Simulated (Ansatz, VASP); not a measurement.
# GaAs: VASP beside Ansatz

```
Ga As
1.0
     0.00000    2.82685    2.82685
     2.82685    0.00000    2.82685
     2.82685    2.82685    0.00000
Ga As
1 1
Direct
  0.00000 0.00000 0.00000
  0.75000 0.75000 0.75000
```

Alike in both runs: task relaxation of cell and atoms; functional PBEsol; k mesh 12 × 12 × 12; occupations fermi-dirac, width 0.08 eV; no spin polarisation.

```csv
,VASP,Ansatz
version,VASP 6.6.1,Ansatz 0.2.0
potentials or method,"VASP PAW PBE potentials, release 64 (Ga_d, As)","PAW with Ansatz's default frozen-core files, scalar-relativistic"
plane-wave cutoff (eV),600,420
valence electrons in the cell,18,28
```

|  | VASP | Ansatz | Ansatz less VASP |
| --- | --- | --- | --- |
| relaxed volume (Å³/atom) | 22.70 | 22.65 | -0.052 |
| relaxed cell length with the largest relative difference (Å) | 4.004 | 4.001 | -0.0030 |

VASP's potentials were made for PBE, not for PBEsol. VASP's potentials hold 18 valence electrons a cell and Ansatz's 28, so a difference there can come from the potentials and not from the codes.
